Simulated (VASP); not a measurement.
# Zr in VASP: notebook, part 2 of 2

VASP 6.6.1. The steps go on from the part before.

## 4. Single point, PBE

This run uses another cell than the first one, of the same volume but with other edges.

INCAR

```
SYSTEM = Zr
ALGO = Fast
EDIFF = 1E-7
ENCUT = 520
GGA = PE
ISIF = 2
ISMEAR = -1
LASPH = .True.
LCHARG = .True.
LELF = .True.
LREAL = .False.
LVHAR = .True.
LWAVE = .False.
NBANDS = 12
NELM = 60
PREC = Accurate
SIGMA = 0.05
```

KPOINTS

```
k-points
0
Gamma
  10 10 10
  0 0 0
```

POSCAR

```
Zr
1.0
   -1.8100000000      1.8100000000      1.8100000000
    1.8100000000     -1.8100000000      1.8100000000
    1.8100000000      1.8100000000     -1.8100000000
Zr
1
Direct
    0.0000000000      0.0000000000      0.0000000000
```

Potentials or basis: VASP PAW PBE potentials, release 64 (Zr_sv).

Launch:

```
$ cat potpaw_PBE.64/Zr_sv/POTCAR > POTCAR
$ mpirun -np 1 vasp_std > vasp.out
```

OUTCAR:

```text
SYSTEM = Zr
   EDIFF = 1E-7
   ENCUT = 520
   GGA = PE
   ISIF = 2
   ISMEAR = -1
   LASPH = .True.
   LREAL = .False.
   NELM = 60
   PREC = Accurate

 ion  position               nearest neighbor table
   1  0.000  0.000  0.000-

  LATTYP: Found a body centered cubic cell.
 ALAT       =     3.6200000000

  Lattice vectors:

 A1 = (  -1.8100000000,   1.8100000000,   1.8100000000)
 A2 = (   1.8100000000,  -1.8100000000,   1.8100000000)
 A3 = (   1.8100000000,   1.8100000000,  -1.8100000000)

Analysis of symmetry for initial positions (statically):
=====================================================================
 Subroutine PRICEL returns:
 Original cell was already a primitive cell.

 Routine SETGRP: Setting up the symmetry group for a
 body centered cubic supercell.

 Subroutine GETGRP returns: Found 48 space group operations
 (whereof 48 operations were pure point group operations)
 out of a pool of 48 trial point group operations.

The static configuration has the point symmetry O_h .

Analysis of symmetry for dynamics (positions and initial velocities):
=====================================================================
 Subroutine PRICEL returns:
 Original cell was already a primitive cell.

 Routine SETGRP: Setting up the symmetry group for a
 body centered cubic supercell.

 Subroutine GETGRP returns: Found 48 space group operations
 (whereof 48 operations were pure point group operations)
 out of a pool of 48 trial point group operations.

The dynamic configuration has the point symmetry O_h .

 Subroutine INISYM returns: Found 48 space group operations
 (whereof 48 operations are pure point group operations),
 and found     1 'primitive' translations

----------------------------------------------------------------------------------------

                                     Primitive cell

  volume of cell :      23.7190

  direct lattice vectors                    reciprocal lattice vectors
    -1.810000000  1.810000000  1.810000000     0.000000000  0.276243094  0.276243094
     1.810000000 -1.810000000  1.810000000     0.276243094  0.000000000  0.276243094
     1.810000000  1.810000000 -1.810000000     0.276243094  0.276243094  0.000000000

  length of vectors
     3.135011962  3.135011962  3.135011962     0.390666730  0.390666730  0.390666730

  position of ions in fractional coordinates (direct lattice)
     0.000000000  0.000000000  0.000000000

  ion indices of the primitive-cell ions
   primitive index   ion index
                 1           1

----------------------------------------------------------------------------------------

 KPOINTS: k-points

Automatic generation of k-mesh.
 Grid dimensions read from file:
 generate k-points for:   10   10   10

 Generating k-lattice:

  Cartesian coordinates                     Fractional coordinates (reciprocal lattice)
     0.000000000  0.027624309  0.027624309     0.100000000  0.000000000  0.000000000
     0.027624309  0.000000000  0.027624309     0.000000000  0.100000000  0.000000000
     0.027624309  0.027624309  0.000000000     0.000000000  0.000000000  0.100000000

  Length of vectors
     0.039066673  0.039066673  0.039066673

  Shift w.r.t. Gamma in fractional coordinates (k-lattice)
     0.000000000  0.000000000  0.000000000

 Subroutine IBZKPT returns following result:
 ===========================================

 Found     47 irreducible k-points:

 Following reciprocal coordinates:
            Coordinates               Weight
  0.000000  0.000000  0.000000      1.000000
  0.100000  0.000000  0.000000     12.000000
  0.200000  0.000000  0.000000     12.000000
  0.300000  0.000000  0.000000     12.000000
  0.400000  0.000000  0.000000     12.000000
  0.500000  0.000000  0.000000      6.000000
[... 16 lines left out ...]
  0.300000  0.300000  0.100000      8.000000
 -0.300000  0.300000  0.100000     24.000000
 [... further k-points ...]
   k-points           NKPTS =     47   k-points in BZ     NKDIM =     47   number of bands    NBANDS=     12
   number of dos      NEDOS =    301   number of ions     NIONS =      1
   total plane-waves  NPLWV =  13824
   dimension x,y,z NGX =    24 NGY =   24 NGZ =   24
   dimension x,y,z NGXF=    48 NGYF=   48 NGZF=   48
   ions per type =               1
   NGX,Y,Z   is equivalent  to a cutoff of  12.73, 12.73, 12.73 a.u.
   NGXF,Y,Z  is equivalent  to a cutoff of  25.45, 25.45, 25.45 a.u.
 SYSTEM =  Zr
   PREC   = accura    normal or accurate (medium, high low for compatibility)
   ISTART =      0    job   : 0-new  1-cont  2-samecut
   ICHARG =      2    charge: 1-file 2-atom 10-const
   ISPIN  =      1    spin polarized calculation?
   LNONCOLLINEAR =      F non collinear calculations
   LSORBIT =      F    spin-orbit coupling
   LASPH  =      T    aspherical Exc in radial PAW
   ENCUT  =  520.0 eV  38.22 Ry    6.18 a.u.   5.83  5.83  5.83*2*pi/ulx,y,z
   NELM   =     60;   NELMIN=  2; NELMDL= -5     # of ELM steps
   EDIFF  = 0.1E-06   stopping-criterion for ELM
   LREAL  =      F    real-space projection
   EDIFFG = 0.1E-05   stopping-criterion for IOM
   NSW    =      0    number of steps for IOM
   IBRION =     -1    ionic relax: 0-MD 1-quasi-New 2-CG
   NFREE  =      0    steps in history (QN), initial steepest desc. (CG)
   ISIF   =      2    stress and relaxation
   ISYM   =      2    0-nonsym 1-usesym 2-fastsym
   POTIM  = 0.5000    time-step for ionic-motion
   TEBEG  =    0.0;   TEEND  =   0.0 temperature during run
   PSTRESS=    0.0 pullay stress
   NELECT =      12.0000    total number of electrons
   NUPDOWN=      -1.0000    fix difference up-down
   EMIN   =  10.00;   EMAX   =-10.00  energy-range for DOS
   EFERMI =   0.00;   METHOD = LEGACY
   ISMEAR =    -1;   SIGMA  =   0.05  broadening in eV -4-tet -1-fermi 0-gaus
   EFERMI_NEDOS =   21; number of points for ismear=-14 and -15
   IALGO  =     68    algorithm
   IMIX   =      4    mixing-type and parameters
     AMIX     =   0.40;   BMIX     =  1.00
     AMIX_MAG =   1.60;   BMIX_MAG =  1.00
  volume/ion in A,a.u.               =      23.72       160.06
  Fermi-wavevector in a.u.,A,eV,Ry     =   1.304478  2.465105 23.152520  1.701662
  Thomas-Fermi vector in A             =   2.435411
   LORBIT       =      0    0 simple, 1 ext, 2 COOP (PROOUT), +10 PAW based schemes
   GGA     = PE    functional components
   LHFCALC =     F    Hartree Fock is set to
   AEXX    =    0.0000 exact exchange contribution
   IVDW    =     0    specifies the selected vdW correction
   LEPSILON=     F    determine dielectric tensor
   LRPA    =     F    only Hartree local field effects (RPA)
 non-spin polarized calculation
 RMM-DIIS sequential band-by-band and
  energy-cutoff  :      520.00
  volume of cell :       23.72
 maximum number of plane-waves:       682
   NGX = 11   NGY = 11   NGZ = 11

 number of electron      12.0000000 magnetization

 Free energy of the ion-electron system (eV)
  ---------------------------------------------------
  ext. energy  EPLUGINS =         0.00000000
  ---------------------------------------------------
  free energy    TOTEN  =        -8.43704514 eV

  energy without entropy =       -8.42076838  energy(sigma->0) =       -8.42890676

 E-fermi :   8.5524     XC(G=0): -10.9915

 val. band max:        8.5202008242   @ k =   0.2000   0.2000   0.0000
 cond. band min:       8.5903618823   @ k =   0.3000   0.2000   0.1000
 fundamental gap:      0.0701610581
 Fermi energy:         8.5524419216

 k-point     1 :       0.0000    0.0000    0.0000
  band No.  band energies     occupation
      1     -40.0182      2.00000
      2     -17.5574      2.00000
      3     -17.5574      2.00000
      4     -17.5574      2.00000
      5       3.1717      2.00000
      6       9.6246      0.00000
      7       9.6246      0.00000
      8       9.6246      0.00000
      9      12.0445      0.00000
     10      12.0445      0.00000
     11      20.8342      0.00000
     12      20.8342      0.00000

 k-point     2 :       0.1000    0.0000    0.0000
  band No.  band energies     occupation
      1     -40.0051      2.00000
      2     -17.6498      2.00000
      3     -17.5858      2.00000
      4     -17.5580      2.00000
      5       3.5003      2.00000
      6       9.4111      0.00000
      7       9.5395      0.00000
      8       9.9443      0.00000
      9      11.7512      0.00000
     10      12.0455      0.00000
     11      21.0975      0.00000
     12      21.4371      0.00000
[... 316 lines left out ...]
 k-point    24 :      -0.3000    0.3000    0.1000
  band No.  band energies     occupation
      1     -39.9164      2.00000
      2     -18.1526      2.00000
      3     -17.7804      2.00000
      4     -17.6291      2.00000
      5       5.6209      2.00000
      6       8.6939      0.11160
      7       8.6963      0.10650
      8      10.9654      0.00000
      9      12.1645      0.00000
     10      12.7739      0.00000
     11      20.2268      0.00000
     12      21.8526      0.00000

 [... further k-points ...]
[... 5 lines left out ...]
  --------------------------------------------------------------------------------------
  -------------------------------------------------------------------------------------
  Total       -0.4953536     -0.4953536     -0.4953536     -0.0000000     -0.0000000      0.0000000
  in kB      -33.4603284    -33.4603284    -33.4603284     -0.0000000     -0.0000000      0.0000000
  external PRESSURE =     -33.4603284 kB  Pullay stress =       0.0000000 kB

 VOLUME and BASIS-vectors are now :
 -----------------------------------------------------------------------------
  energy-cutoff  :      520.00
  volume of cell :       23.72
      direct lattice vectors                 reciprocal lattice vectors
    -1.810000000  1.810000000  1.810000000     0.000000000  0.276243094  0.276243094
     1.810000000 -1.810000000  1.810000000     0.276243094  0.000000000  0.276243094
     1.810000000  1.810000000 -1.810000000     0.276243094  0.276243094  0.000000000

 POSITION                                       TOTAL-FORCE (eV/Angst)
 -----------------------------------------------------------------------------------
      0.00000      0.00000      0.00000        -0.000000      0.000000     -0.000000
 -----------------------------------------------------------------------------------
    total drift:                               -0.000000      0.000000      0.000000

  FREE ENERGIE OF THE ION-ELECTRON SYSTEM (eV)
  ---------------------------------------------------
  free  energy   TOTEN  =        -8.4370451394 eV

  energy  without entropy=       -8.4207683780  energy(sigma->0) =       -8.42890676
```

OSZICAR:

```text
N       E                     dE             d eps       ncg     rms          rms(c)
DAV:   1     0.887589751017E+02    0.88759E+02   -0.68488E+03  1136   0.996E+02
DAV:   2    -0.555875485764E+01   -0.94318E+02   -0.91606E+02  1276   0.271E+02
DAV:   3    -0.873542419647E+01   -0.31767E+01   -0.31242E+01  1792   0.407E+01
[... 13 lines left out ...]
RMM:  17    -0.843704487083E+01   -0.11881E-06   -0.35091E-06  1393   0.954E-03    0.431E-03
RMM:  18    -0.843704488966E+01   -0.18837E-07   -0.19781E-06  1170   0.752E-03    0.108E-03
RMM:  19    -0.843704503171E+01   -0.14205E-06   -0.11328E-06  1002   0.425E-03    0.102E-03
RMM:  20    -0.843704513567E+01   -0.10396E-06   -0.67824E-07   898   0.279E-03    0.131E-03
RMM:  21    -0.843704513936E+01   -0.36894E-08   -0.44936E-07   907   0.269E-03
   1 F= -.84370451E+01 E0= -.84289068E+01  d E =-.162768E-01
```

Wall time 34 s (1 thread of AMD EPYC 7R43 (Zen 3), shared host); peak memory 0.1 GiB.

Results:

| Quantity | Value |
| --- | --- |
| Free energy | -8.4370 eV |
| Pressure | -3.3 GPa |
| Band gap on the k mesh | zero (band 6 reaches 9.62 eV, above the bottom of band 7 at 7.83 eV) |

Levels at points of the mesh, in eV from the Fermi level:
```
           k point  band 2  band 3  band 4  band 5  band 6  band 7  band 8  band 9  band 10  band 11
(0.00, 0.00, 0.00)  -26.11  -26.11  -26.11   -5.38    1.07    1.07    1.07    3.49     3.49    12.28
(0.50, 0.00, 0.00)  -27.02  -26.40  -26.12   -2.77   -0.67    1.47    3.47    4.13     6.12     9.90
(0.50, 0.50, 0.50)  -26.74  -26.74  -26.74   -2.50   -2.50    5.47    5.47    5.47     7.22     7.22
```

## 5. Summary

| cell | gap on the mesh (eV) | pressure (GPa) |
| --- | --- | --- |
| a = 3.164, b = 3.217, c = 3.068 Å, angles 109.5, 108.6, 111.4°, 1 atom | none | -3.3 |
| a = 3.071 Å, angles 109.5°, 1 atom | none | 1.7 |
| a = 3.135 Å, angles 109.5°, 1 atom | none | -3.3 |

Alike in all rows: task single point; level PBE; potentials or basis VASP PAW PBE potentials, release 64 (Zr_sv); no spin polarisation; k mesh 10 × 10 × 10; cutoff (eV) 520; smearing fermi-dirac 0.05 eV.

Absolute energies hang on the potentials; compare differences alone.
